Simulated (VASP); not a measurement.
Here is a VASP 6.6.1 calculation.

File INCAR:

```
SYSTEM = BaCa
PREC = Accurate
ENCUT = 520
EDIFF = 1E-6
ISMEAR = -1
SIGMA = 0.05
LREAL = .False.
LASPH = .True.
NELM = 60
ALGO = Normal
ISIF = 2
LWAVE = .False.
LCHARG = .False.
NBANDS = 17
```

File KPOINTS:

```
regular mesh
0
Gamma
  7 7 7
  0 0 0
```

The input POSCAR:

```
BaCa
1.0
    1.9201928500      1.1086238600      4.6722934100
   -1.9201928500      1.1086238600      4.6722934100
    0.0000000000     -2.2172477200      4.6722934100
Ba Ca
1 1
Direct
    0.0000000000      0.0000000000      0.0000000000
    0.5000000000      0.5000000000      0.5000000000
```

Potentials or basis: VASP PAW LDA potentials, release 64 (Ba_sv, Ca_sv).

The run is started by

```sh
$ cat potpaw_LDA.64/Ba_sv/POTCAR potpaw_LDA.64/Ca_sv/POTCAR > POTCAR
$ mpirun -np 1 vasp_std > vasp.out
```

Q: Estimate the pressure.

A: 10.1 GPa.

Q: What does it give for the band gap on the k mesh?

A: Zero (bands 10 and 11 overlap by 0.35 eV).

Stress tensor (GPa, compression positive):
```
 7.59  0.00  0.00
 0.00  7.59  0.00
 0.00  0.00 14.98
```

Caveat: the cell stands under pressure; spin-orbit coupling is left out, which moves the levels of the heavy elements.
